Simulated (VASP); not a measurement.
The system is HgSe (w002).

```
CELL_PARAMETERS angstrom
0.00000 3.03900 3.03900
3.03900 0.00000 3.03900
3.03900 3.03900 0.00000
ATOMIC_POSITIONS crystal
Hg 0.00000 0.00000 0.00000
Se 0.25000 0.25000 0.25000
```

| Property | Result |
| --- | --- |
| Program | VASP 6.6.1 |
| Task | relaxation of cell and atoms |
| Functional | PBE |
| Potentials or basis | VASP PAW PBE potentials, release 64 (Hg, Se) |
| Cutoff | 500 eV |
| k mesh | 16 × 16 × 16 |
| Occupations | gaussian, width 0.03 eV |
| Spin | no spin polarisation |

At the start: pressure 5.0 GPa; volume 28.07 Å³/atom.

Task: How do energy, volume and symmetry change on relaxing?

Result: Over 5 steps the energy falls by 39.1 meV/atom and the volume is 30.81 Å³/atom (+9.8 %); space group F-43m (No. 216, to 0.05 Å).

The path:
```tsv
step	energy change (eV)	largest force (eV/Å)	pressure (GPa)	volume (Å³)
1	0.0000	0.0000	5.01	56.13
2	-0.0705	0.0000	-1.22	63.57
3	-0.0781	0.0000	0.02	61.60
4	-0.0781	0.0000	-0.06	61.71
5	-0.0781	0.0000	0.01	61.61
```

Final structure:
```
Hg Se
1.0
     0.00000    3.13484    3.13484
     3.13484    0.00000    3.13484
     3.13484    3.13484    0.00000
Hg Se
1 1
Direct
  0.00000 0.00000 0.00000
  0.25000 0.25000 0.25000
```
